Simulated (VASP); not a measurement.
Input of a VASP 6.6.1 run:

File INCAR:

```
ALGO = Normal
EDIFF = 1E-8
ENCUT = 520
GGA = PS
ISIF = 2
ISMEAR = -1
LASPH = T
LCHARG = F
LEFG = T
LREAL = F
LWAVE = F
NBANDS = 27
NELM = 100
PREC = Accurate
SIGMA = 0.01
```

Contents of KPOINTS:

```
k-points
0
Gamma
  7 7 7
```

File POSCAR:

```
InSe
1.0
    1.9591718749      1.1311284094      8.1468944028
   -1.9591718749      1.1311284094      8.1468944028
    0.0000000000     -2.2622568187      8.1468944028
In Se
2 2
Direct
    0.0000000000      0.0000000000      0.0000000000
    0.1122000000      0.1122000000      0.1122000000
    0.6155000000      0.6155000000      0.6155000000
    0.8300000000      0.8300000000      0.8300000000
```

Potentials or basis: VASP PAW PBE potentials, release 64 (In_d, Se).

Launch:

```bash
$ cat potpaw_PBE.64/In_d/POTCAR potpaw_PBE.64/Se/POTCAR > POTCAR
$ mpirun -np 1 vasp_std > vasp.out
```

(1) Estimate the band gap on the k mesh.

(2) What does it give for the largest force?

(3) What does it give for the pressure?

Answers

(1) 0.81 eV (least direct gap 0.82 eV).

(2) 0.531 eV/Å.

(3) 4.1 GPa.

Caveat: the cell stands under pressure; without QUAD_EFG the Cq values of the log hold for a quadrupole moment of 1 mb, not for the nuclei; the PAW data sets were made with another functional, which shifts forces and pressure a little; spin-orbit coupling is left out, which moves the levels of the heavy elements; an odd mesh through Γ misses points on the zone boundary, where band edges can lie.
